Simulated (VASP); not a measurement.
# BP: single point with PBE

Crystal: BP.

```
B P
1.0
     0.00000    2.24631    2.26900
     2.24631    0.00000    2.26900
     2.24631    2.24631    0.00000
B P
1 1
Cartesian
  0.0000 0.0000 0.0000
  1.1232 1.1232 1.1345
```

```
Program                : VASP 6.6.1
Task                   : single point
Functional             : PBE
Potentials or basis    : VASP PAW PBE potentials, release 64 (B, P)
Cutoff                 : 500 eV
k mesh                 : 8 × 8 × 8
Occupations            : gaussian, width 0.05 eV
Spin                   : no spin polarisation
Dipole correction      : no
Further INCAR settings : ALGO = Normal; EDIFF = 1e-06; NBANDS = 11
```

- Pressure: 4.4 GPa
- Band gap on the k mesh: 1.17 eV, indirect (least direct gap 3.38 eV)

Stress tensor (GPa, compression positive):
```
5.29 0.00 0.00
0.00 5.29 0.00
0.00 0.00 2.52
```

Levels at points of the mesh, in eV from the valence-band top:
```
           k point  band 1  band 2  band 3  band 4  band 5  band 6  band 7  band 8
(0.00, 0.00, 0.00)  -15.68   -0.10    0.00    0.00    3.38    3.38    3.43    7.65
(0.50, 0.00, 0.00)  -12.27   -9.21   -1.88   -1.75    3.85    4.66    4.74   10.16
(0.50, 0.50, 0.00)  -10.78   -8.78   -4.15   -4.15    1.33    1.70   12.28   12.28
(0.50, 0.00, 0.50)  -10.68   -8.69   -4.27   -4.25    1.22    1.56   12.16   12.38
```

Run time: 4.5 s on 1 thread of Intel(R) Xeon(R) 6975P-C (Granite Rapids), on a shared host, peak memory 0.13 GiB.

A k mesh can miss the band edges.
